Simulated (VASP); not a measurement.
# Sn3Te (Pm-3m) in VASP: further runs

The runs below take Sn3Te through single point, with PBEsol, LDA.

All numbers are computed with VASP 6.6.1; they aren't measurements. Logs are shortened: lines on timing, memory, paths and dates and some standing lists are left out, and cuts for length are marked.

## 1. The cell of the first run

The structure is cubic, space group Pm-3m (No. 221). Conventional cell: a = 4.866 Å, b = 4.866 Å, c = 4.866 Å, α = 90.00°, β = 90.00°, γ = 90.00°. Te (site symmetry m-3m) has 12 Sn at 3.44 Å within 4.5 Å. Sn (site symmetry 4/mmm) has 4 Te at 3.44 Å and 8 Sn at 3.44 Å within 4.5 Å.

## 2. Single point, PBEsol

The input, INCAR:

```
PREC = Accurate
ENCUT = 520
EDIFF = 1E-6
ISMEAR = -1
SIGMA = 0.05
LREAL = F
LASPH = T
NELM = 100
ALGO = Normal
ISIF = 2
LWAVE = F
LCHARG = F
GGA = PS
NBANDS = 32
```

The input, KPOINTS:

```
regular mesh
0
Gamma
  6 6 6
```

The input, POSCAR:

```
Sn3Te
1.0
    4.8656220000      0.0000000000      0.0000000000
    0.0000000000      4.8656220000      0.0000000000
    0.0000000000      0.0000000000      4.8656220000
Te Sn
1 3
Direct
    0.0000000000      0.0000000000      0.0000000000
    0.0000000000      0.5000000000      0.5000000000
    0.5000000000      0.0000000000      0.5000000000
    0.5000000000      0.5000000000      0.0000000000
```

Potentials or basis: VASP PAW PBE potentials, release 64 (Te, Sn_d).

Run with:

```sh
> cat potpaw_PBE.64/Te/POTCAR potpaw_PBE.64/Sn_d/POTCAR > POTCAR
> mpirun -np 1 vasp_std > vasp.out
```

OUTCAR:

```text
PREC = Accurate
   ENCUT = 520
   EDIFF = 1E-6
   ISMEAR = -1
   LREAL = F
   LASPH = T
   NELM = 100
   ISIF = 2
   GGA = PS

 ion  position               nearest neighbor table
   1  0.000  0.000  0.000-   2 3.44   3 3.44   4 3.44   2 3.44   3 3.44   2 3.44   4 3.44   2 3.44
                             3 3.44   4 3.44   3 3.44   4 3.44
   2  0.000  0.500  0.500-   1 3.44   3 3.44   4 3.44   1 3.44   4 3.44   1 3.44   3 3.44   1 3.44
                             3 3.44   4 3.44   4 3.44   3 3.44
   3  0.500  0.000  0.500-   1 3.44   2 3.44   4 3.44   1 3.44   4 3.44   2 3.44   4 3.44   4 3.44
                             1 3.44   2 3.44   1 3.44   2 3.44
   4  0.500  0.500  0.000-   1 3.44   2 3.44   3 3.44   2 3.44   3 3.44   1 3.44   3 3.44   3 3.44
                             1 3.44   2 3.44   2 3.44   1 3.44

  LATTYP: Found a simple cubic cell.
 ALAT       =     4.8656220000

  Lattice vectors:

 A1 = (   4.8656220000,   0.0000000000,   0.0000000000)
 A2 = (   0.0000000000,   4.8656220000,   0.0000000000)
 A3 = (   0.0000000000,   0.0000000000,   4.8656220000)

Analysis of symmetry for initial positions (statically):
=====================================================================
 Subroutine PRICEL returns:
 Original cell was already a primitive cell.

 Routine SETGRP: Setting up the symmetry group for a
 simple cubic supercell.

 Subroutine GETGRP returns: Found 48 space group operations
 (whereof 48 operations were pure point group operations)
 out of a pool of 48 trial point group operations.

The static configuration has the point symmetry O_h .

Analysis of symmetry for dynamics (positions and initial velocities):
=====================================================================
 Subroutine PRICEL returns:
 Original cell was already a primitive cell.

 Routine SETGRP: Setting up the symmetry group for a
 simple cubic supercell.

 Subroutine GETGRP returns: Found 48 space group operations
 (whereof 48 operations were pure point group operations)
 out of a pool of 48 trial point group operations.

The dynamic configuration has the point symmetry O_h .

 Subroutine INISYM returns: Found 48 space group operations
 (whereof 48 operations are pure point group operations),
 and found     1 'primitive' translations

----------------------------------------------------------------------------------------

                                     Primitive cell

  volume of cell :     115.1901

  direct lattice vectors                    reciprocal lattice vectors
     4.865622000  0.000000000  0.000000000     0.205523569  0.000000000  0.000000000
     0.000000000  4.865622000  0.000000000     0.000000000  0.205523569  0.000000000
     0.000000000  0.000000000  4.865622000     0.000000000  0.000000000  0.205523569

  length of vectors
     4.865622000  4.865622000  4.865622000     0.205523569  0.205523569  0.205523569

  position of ions in fractional coordinates (direct lattice)
     0.000000000  0.000000000  0.000000000
     0.000000000  0.500000000  0.500000000
     0.500000000  0.000000000  0.500000000
     0.500000000  0.500000000  0.000000000

  ion indices of the primitive-cell ions
   primitive index   ion index
                 1           1
                 2           2
                 3           3
                 4           4

----------------------------------------------------------------------------------------

 KPOINTS: regular mesh

Automatic generation of k-mesh.
 Grid dimensions read from file:
 generate k-points for:    6    6    6

 Generating k-lattice:

  Cartesian coordinates                     Fractional coordinates (reciprocal lattice)
     0.034253928  0.000000000  0.000000000     0.166666667  0.000000000  0.000000000
     0.000000000  0.034253928  0.000000000     0.000000000  0.166666667  0.000000000
     0.000000000  0.000000000  0.034253928     0.000000000  0.000000000  0.166666667

  Length of vectors
     0.034253928  0.034253928  0.034253928

  Shift w.r.t. Gamma in fractional coordinates (k-lattice)
     0.000000000  0.000000000  0.000000000

 Subroutine IBZKPT returns following result:
 ===========================================

 Found     20 irreducible k-points:

 Following reciprocal coordinates:
            Coordinates               Weight
  0.000000  0.000000  0.000000      1.000000
  0.166667  0.000000  0.000000      6.000000
  0.333333  0.000000  0.000000      6.000000
  0.500000  0.000000  0.000000      3.000000
  0.166667  0.166667  0.000000     12.000000
  0.333333  0.166667  0.000000     24.000000
[... 12 lines left out ...]
  0.500000  0.500000  0.333333      6.000000
  0.500000  0.500000  0.500000      1.000000
   k-points           NKPTS =     20   k-points in BZ     NKDIM =     20   number of bands    NBANDS=     32
   number of dos      NEDOS =    301   number of ions     NIONS =      4
   total plane-waves  NPLWV =  46656
   dimension x,y,z NGX =    36 NGY =   36 NGZ =   36
   dimension x,y,z NGXF=    72 NGYF=   72 NGZF=   72
   ions per type =               1   3
   NGX,Y,Z   is equivalent  to a cutoff of  12.30, 12.30, 12.30 a.u.
   NGXF,Y,Z  is equivalent  to a cutoff of  24.60, 24.60, 24.60 a.u.
 SYSTEM =  unknown system
   PREC   = accura    normal or accurate (medium, high low for compatibility)
   ISTART =      0    job   : 0-new  1-cont  2-samecut
   ICHARG =      2    charge: 1-file 2-atom 10-const
   ISPIN  =      1    spin polarized calculation?
   LNONCOLLINEAR =      F non collinear calculations
   LSORBIT =      F    spin-orbit coupling
   LASPH  =      T    aspherical Exc in radial PAW
   ENCUT  =  520.0 eV  38.22 Ry    6.18 a.u.   9.05  9.05  9.05*2*pi/ulx,y,z
   NELM   =    100;   NELMIN=  2; NELMDL= -5     # of ELM steps
   EDIFF  = 0.1E-05   stopping-criterion for ELM
   LREAL  =      F    real-space projection
   EDIFFG = 0.1E-04   stopping-criterion for IOM
   NSW    =      0    number of steps for IOM
   IBRION =     -1    ionic relax: 0-MD 1-quasi-New 2-CG
   NFREE  =      0    steps in history (QN), initial steepest desc. (CG)
   ISIF   =      2    stress and relaxation
   ISYM   =      2    0-nonsym 1-usesym 2-fastsym
   POTIM  = 0.5000    time-step for ionic-motion
   TEBEG  =    0.0;   TEEND  =   0.0 temperature during run
   PSTRESS=    0.0 pullay stress
   NELECT =      48.0000    total number of electrons
   NUPDOWN=      -1.0000    fix difference up-down
   EMIN   =  10.00;   EMAX   =-10.00  energy-range for DOS
   EFERMI =   0.00;   METHOD = LEGACY
   ISMEAR =    -1;   SIGMA  =   0.05  broadening in eV -4-tet -1-fermi 0-gaus
   EFERMI_NEDOS =   21; number of points for ismear=-14 and -15
   IALGO  =     38    algorithm
   IMIX   =      4    mixing-type and parameters
     AMIX     =   0.40;   BMIX     =  1.00
     AMIX_MAG =   1.60;   BMIX_MAG =  1.00
  volume/ion in A,a.u.               =      28.80       194.34
  Fermi-wavevector in a.u.,A,eV,Ry     =   1.222785  2.310729 20.343484  1.495204
  Thomas-Fermi vector in A             =   2.357920
   LORBIT       =      0    0 simple, 1 ext, 2 COOP (PROOUT), +10 PAW based schemes
   GGA     = PS    functional components
   LHFCALC =     F    Hartree Fock is set to
   AEXX    =    0.0000 exact exchange contribution
   IVDW    =     0    specifies the selected vdW correction
   LEPSILON=     F    determine dielectric tensor
   LRPA    =     F    only Hartree local field effects (RPA)
 non-spin polarized calculation
  energy-cutoff  :      520.00
  volume of cell :      115.19
 maximum number of plane-waves:      3136
   NGX = 19   NGY = 19   NGZ = 19

 number of electron      48.0000021 magnetization

 Free energy of the ion-electron system (eV)
  ---------------------------------------------------
  ext. energy  EPLUGINS =         0.00000000
  ---------------------------------------------------
  free energy    TOTEN  =       -16.07881363 eV

  energy without entropy =      -16.05470528  energy(sigma->0) =      -16.06675946

 E-fermi :   7.4685     XC(G=0): -10.2005

 val. band max:        7.4519448477   @ k =   0.1667   0.0000   0.0000
 cond. band min:       7.4998624060   @ k =   0.1667   0.0000   0.0000
 fundamental gap:      0.0479175584
 Fermi energy:         7.4684911433

 k-point     1 :       0.0000    0.0000    0.0000
  band No.  band energies     occupation
      1     -14.0582      2.00000
      2     -14.0582      2.00000
      3     -14.0582      2.00000
      4     -14.0392      2.00000
      5     -14.0392      2.00000
      6     -14.0169      2.00000
[... 24 lines left out ...]
     31      12.2403      0.00000
     32      12.6675      0.00000

 k-point     2 :       0.1667    0.0000    0.0000
  band No.  band energies     occupation
      1     -14.0558      2.00000
      2     -14.0473      2.00000
      3     -14.0473      2.00000
      4     -14.0385      2.00000
      5     -14.0328      2.00000
      6     -14.0095      2.00000
[... 24 lines left out ...]
     31      12.8055      0.00000
     32      13.0471      0.00000

 k-point     3 :       0.3333    0.0000    0.0000
  band No.  band energies     occupation
      1     -14.0504      2.00000
      2     -14.0371      2.00000
      3     -14.0212      2.00000
      4     -14.0212      2.00000
      5     -14.0165      2.00000
      6     -13.9952      2.00000
[... 24 lines left out ...]
     31      11.8417      0.00000
     32      13.1824      0.00000

 k-point     4 :       0.5000    0.0000    0.0000
  band No.  band energies     occupation
      1     -14.0472      2.00000
      2     -14.0364      2.00000
      3     -14.0073      2.00000
      4     -14.0073      2.00000
      5     -14.0040      2.00000
      6     -13.9983      2.00000
[... 514 lines left out ...]
     31      12.2637      0.00000
     32      15.2686      0.00000

 k-point    19 :       0.5000    0.5000    0.3333
  band No.  band energies     occupation
      1     -14.0477      2.00000
      2     -14.0337      2.00000
      3     -14.0337      2.00000
      4     -14.0286      2.00000
      5     -13.9976      2.00000
      6     -13.9968      2.00000
[... 24 lines left out ...]
     31      12.8209      0.00000
     32      15.3959      0.00000

 k-point    20 :       0.5000    0.5000    0.5000
  band No.  band energies     occupation
      1     -14.0528      2.00000
      2     -14.0357      2.00000
      3     -14.0357      2.00000
      4     -14.0357      2.00000
      5     -14.0017      2.00000
      6     -14.0017      2.00000
[... 24 lines left out ...]
     31      12.9074      0.00000
     32      15.2117      0.00000

------------------------ aborting loop because EDIFF is reached ----------------------------------------

  FORCE on cell =-STRESS in cart. coord.  units (eV):
  Direction    XX          YY          ZZ          XY          YZ          ZX
  --------------------------------------------------------------------------------------
  -------------------------------------------------------------------------------------
  Total       -1.7328204     -1.7328204     -1.7328204      0.0000000     -0.0000000     -0.0000000
  in kB      -24.1017758    -24.1017758    -24.1017758      0.0000000     -0.0000000     -0.0000000
  external PRESSURE =     -24.1017758 kB  Pullay stress =       0.0000000 kB

 VOLUME and BASIS-vectors are now :
 -----------------------------------------------------------------------------
  energy-cutoff  :      520.00
  volume of cell :      115.19
      direct lattice vectors                 reciprocal lattice vectors
     4.865622000  0.000000000  0.000000000     0.205523569  0.000000000  0.000000000
     0.000000000  4.865622000  0.000000000     0.000000000  0.205523569  0.000000000
     0.000000000  0.000000000  4.865622000     0.000000000  0.000000000  0.205523569

 POSITION                                       TOTAL-FORCE (eV/Angst)
 -----------------------------------------------------------------------------------
      0.00000      0.00000      0.00000         0.000000      0.000000      0.000000
      0.00000      2.43281      2.43281         0.000000      0.000000      0.000000
      2.43281      0.00000      2.43281         0.000000      0.000000      0.000000
      2.43281      2.43281      0.00000         0.000000      0.000000      0.000000
 -----------------------------------------------------------------------------------
    total drift:                                0.000000      0.000000      0.000000

  FREE ENERGIE OF THE ION-ELECTRON SYSTEM (eV)
  ---------------------------------------------------
  free  energy   TOTEN  =       -16.0788136324 eV

  energy  without entropy=      -16.0547052843  energy(sigma->0) =      -16.06675946
```

It took 38 s on 1 thread of Intel Xeon Platinum 8259CL at 2.50GHz (Skylake/Cascade Lake), shared host; peak memory 0.23 GiB.

What came out:

* Free energy: -16.0788 eV
* Pressure: -2.4 GPa
* Band gap on the k mesh: zero (band 24 reaches 10.31 eV, above the bottom of band 25 at 7.11 eV)

Caveat: the PAW data sets were made with another functional, which shifts forces and pressure a little; spin-orbit coupling is left out, which moves the levels of the heavy elements.

[end of part 1 of 3]
